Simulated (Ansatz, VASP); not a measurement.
# TaRu2: VASP beside Ansatz

File INCAR:

```
PREC = Accurate ; ENCUT = 560
EDIFF = 1E-7 ; ISMEAR = 0
SIGMA = 0.1 ; LREAL = F
LASPH = T ; NELM = 120
ALGO = Normal ; ISIF = 3
LWAVE = F ; LCHARG = F
GGA = PE ; IBRION = 2
NSW = 90 ; EDIFFG = -0.04
GGA_COMPAT = F ; NELMIN = 4
```

KPOINTS

```
Automatic mesh
0
Gamma
  6 6 4
```

Contents of POSCAR:

```
TaRu2
1.0
    3.0403415200      0.0000000000      0.0000000000
   -1.5201707600      2.6330129900      0.0000000000
    0.0000000000      0.0000000000      5.0746606300
Ta Ru
1 2
Direct
    0.0000000000      0.0000000000      0.0000000000
    0.3333333300      0.6666666700      0.2500000000
    0.6666666700      0.3333333300      0.7500000000
```

Input for Ansatz:

```yaml
crystal:
  lattice:
    - [3.04034152, 0.0, 0.0]
    - [-1.52017076, 2.63301299, 0.0]
    - [0.0, 0.0, 5.07466063]
  atoms:
    - { symbol: Ta, position: [0.0, 0.0, 0.0] }
    - { symbol: Ru, position: [0.33333333, 0.66666667, 0.25] }
    - { symbol: Ru, position: [0.66666667, 0.33333333, 0.75] }
basis:
  ecutwfc: 420
kpoints:
  mp_grid: { grid: [6, 6, 4] }
hamiltonian:
  xc: pbe
scf:
  occupations: { method: gaussian, width: 0.1 }
  lower_state_search: "off"
output:
  forces: true
  stress: true
  eigenvalues: true
relax:
  adjacent_minimum: "off"
  f_tol: 0.04
  max_steps: 70
  cell: { stress_tol: 0.4 }
```

Change from the starting cell: species swapped into the TiS2 type (P-3m1, No. 164).

Alike in both runs: task relaxation of cell and atoms; functional PBE; k mesh 6 × 6 × 4; occupations gaussian, width 0.1 eV; no spin polarisation.

```csv
,VASP,Ansatz
version,VASP 6.6.1,Ansatz 0.2.0
potentials or method,"VASP PAW PBE potentials, release 64 (Ta_sv_GW, Ru_sv), cutoff 560 eV","scalar-relativistic, plane waves, PAW"
valence electrons in the cell,45,45
```

```tsv
	VASP	Ansatz	Ansatz less VASP
gap on the k mesh at the Fermi level, each at its own relaxed structure (eV)	none	none	-
relaxed volume (Å³/atom)	15.29	16.09	+0.799
relaxed length of the cell vector where the two differ most in proportion (Å)	6.830	6.223	-0.6067
```

A gap of «none» marks a metal or a gap that the smearing closes. One of these differences is far larger than is usual between the two programs; its cause wasn't traced.

The k mesh is coarse, so the values compare programs but aren't converged. Neither program's run includes spin-orbit coupling.
